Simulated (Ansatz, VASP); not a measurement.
**Two plane-wave programs on Hf**

The input POSCAR:

```
Hf
1.0
   -1.8050000000      1.8050000000      1.8050000000
    1.8050000000     -1.8050000000      1.8050000000
    1.8050000000      1.8050000000     -1.8050000000
Hf
1
Direct
    0.0000000000      0.0000000000      0.0000000000
```

File INCAR.step1:

```
ALGO     = Normal         # electronic algorithm
EDIFF    = 1E-5           # SCF threshold, eV
ENCUT    = 520            # plane-wave cutoff, eV
GGA      = PE             # functional
ISIF     = 2              # what is computed and relaxed
ISMEAR   = -1             # smearing method
LASPH    = T              # aspherical terms in the spheres
LREAL    = F              # projectors in reciprocal space
LWAVE    = T              # write WAVECAR
NBANDS   = 11             # bands
NELM     = 60             # most SCF steps
PREC     = Accurate       # precision mode
SIGMA    = 0.05           # smearing width, eV
```

File INCAR.step2:

```
AEXX     = 1.0            # exact-exchange fraction
AGGAC    = 0.0          
ALDAC    = 0.0          
ALGO     = Normal         # electronic algorithm
EDIFF    = 1E-6           # SCF threshold, eV
ENCUT    = 520            # plane-wave cutoff, eV
GGA      = PE             # functional
ISIF     = 2              # what is computed and relaxed
ISMEAR   = -1             # smearing method
ISTART   = 1            
LASPH    = T              # aspherical terms in the spheres
LCHARG   = T              # write CHGCAR
LELF     = T              # ELF
LHFCALC  = T              # exact exchange
LREAL    = F              # projectors in reciprocal space
LVHAR    = T            
LWAVE    = F              # write WAVECAR
NBANDS   = 11             # bands
NELM     = 60             # most SCF steps
PREC     = Accurate       # precision mode
PRECFOCK = Normal       
SIGMA    = 0.05           # smearing width, eV
```

The input KPOINTS:

```
k-points
0
Gamma
  5 5 5
```

input

```
crystal:
  lattice:
    - [-1.805, 1.805, 1.805]
    - [1.805, -1.805, 1.805]
    - [1.805, 1.805, -1.805]
  atoms:
    - { symbol: Hf, position: [0.0, 0.0, 0.0] }
hamiltonian:
  xc: hf
  pseudopotentials: { kind: paw }
kpoints:
  mp_grid: { grid: [5, 5, 5] }
scf:
  occupations: { method: fermi_dirac, width: 0.05 }
output:
  forces: true
  stress: true
  eigenvalues: true
  write_density: true
  write_potential: true
  elf: true
  volumetric_format: npy
```

Alike in both runs: task single point; functional HF; k mesh 5 × 5 × 5; occupations fermi-dirac, width 0.05 eV; no spin polarisation.

```csv
,VASP,Ansatz
version,VASP 6.6.1,Ansatz 0.2.0
potentials or method,"VASP PAW PBE potentials, release 64 (Hf_pv)",Ansatz PAW
plane-wave cutoff (eV),520,420
valence electrons in the cell,10,26
```

Ansatz gave:

- gap on the k mesh at the Fermi level (eV): none
- pressure (GPa): 12.9

Q: Which values does VASP return?

A: gap on the k mesh at the Fermi level (eV): none; pressure (GPa): 2.7.

VASP's potentials were made for PBE, not for HF. A gap of «none» marks a metal or a gap that the smearing closes. VASP's potentials hold 10 valence electrons a cell and Ansatz's 26, so a difference there can come from the potentials and not from the codes.

The k mesh is coarse, so the values compare programs but aren't converged. Spin-orbit coupling is off throughout.
